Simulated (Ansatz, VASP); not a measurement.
Ge: VASP beside Ansatz

The input INCAR:

```
  PREC = Accurate
  ENCUT = 520
  EDIFF = 1E-6
  ISMEAR = -1
  SIGMA = 0.1
  LREAL = F
  LASPH = T
  NELM = 80
  ALGO = Normal
  ISIF = 2
  LWAVE = F
  LCHARG = F
  GGA = B5
  ALDAX = 1.0
  AGGAX = 1.0
  AGGAC = 1.0
  ALDAC = 0.0
  NBANDS = 13
```

The input KPOINTS:

```
Automatic mesh
0
Gamma
  14 14 14
```

The input POSCAR:

```
Ge
1.0
   -1.7292420612      1.7292420612      1.7292420612
    1.7292420612     -1.7292420612      1.7292420612
    1.7292420612      1.7292420612     -1.7292420612
Ge
1
Direct
    0.0000000000      0.0000000000      0.0000000000
```

Input for Ansatz:

```yaml
crystal:
  lattice:
    - [-1.7292420612, 1.7292420612, 1.7292420612]
    - [1.7292420612, -1.7292420612, 1.7292420612]
    - [1.7292420612, 1.7292420612, -1.7292420612]
  atoms:
    - { symbol: Ge, position: [0.0, 0.0, 0.0] }
hamiltonian:
  xc: blyp
  pseudopotentials:
    kind: paw
    azcp:
      Ge: "pseudopotentials/Ge.paw.azcp"
basis:
  ecutwfc: 420
  fft_grid_basis: typed
kpoints:
  mp_grid: { grid: [14, 14, 14], shift: [0, 0, 0] }
magnetization:
  spin_polarized: false
scf:
  occupations: { method: fermi_dirac, width: 0.1 }
  lower_state_search: "off"
output:
  stress: true
  write_density: true
  write_potential: true
  elf: true
  volumetric_format: npy
```

Alike in both runs: task single point; functional BLYP; k mesh 14 × 14 × 14; occupations fermi-dirac, width 0.1 eV; no spin polarisation.

|  | VASP | Ansatz |
| --- | --- | --- |
| version | VASP 6.6.1 | Ansatz 0.2.0 |
| potentials or method | VASP PAW PBE potentials, release 64 (Ge_d), cutoff 520 eV | plane waves (420 eV) with PAW, scalar-relativistic |
| valence electrons in the cell | 14 | 14 |

```tsv
	VASP	Ansatz	Ansatz less VASP
pressure (GPa)	1.8	1.8	+0.07
```

VASP's potentials were made for PBE, not for BLYP.
